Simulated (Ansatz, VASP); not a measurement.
## One calculation of PbS, two programs

```xyz
4
Lattice="2.0660 -5.9511 0.0000 2.0660 5.9511 0.0000 0.0000 0.0000 4.2506" Properties=species:S:1:pos:R:3 pbc="T T T"
Pb    2.0660    4.3971    1.0626
Pb    2.0660   -4.3971    3.1879
S     2.0660    1.7282    1.0626
S     2.0660   -1.7282    3.1879
```

Change from the starting cell: volume scaled by 0.98.

Alike in both runs: task single point; functional LDA; k mesh 7 × 7 × 6; occupations fermi-dirac, width 0.05 eV; no spin polarisation.

|  | VASP | Ansatz |
| --- | --- | --- |
| version | VASP 6.6.1 | Ansatz 0.2.0 |
| potentials or method | VASP PAW LDA potentials, release 64 (Pb_d, S), cutoff 520 eV | all-electron LAPW, scalar-relativistic |

Ansatz gave:

```
gap on the k mesh at the Fermi level (eV)                     : 1.07
least direct gap on the mesh (eV)                             : 1.30
pressure (GPa)                                                : -2.5
traceless stress, the component that is largest in VASP (GPa) : 0.42
rms of the force components (eV/Å)                            : 0.010
```

Which values does VASP return?

gap on the k mesh at the Fermi level (eV): 1.06; least direct gap on the mesh (eV): 1.29; pressure (GPa): -2.5; traceless stress, the component that is largest in VASP (GPa): 0.40; rms of the force components (eV/Å): 0.014.

LDA's correlation is that of Perdew and Zunger in VASP and of Perdew and Wang (1992) in Ansatz. Atom by atom the forces differ by 0.005 eV/Å (rms over components). Ansatz ran all-electron here, and VASP with PAW potentials.

Spin-orbit coupling is off throughout.
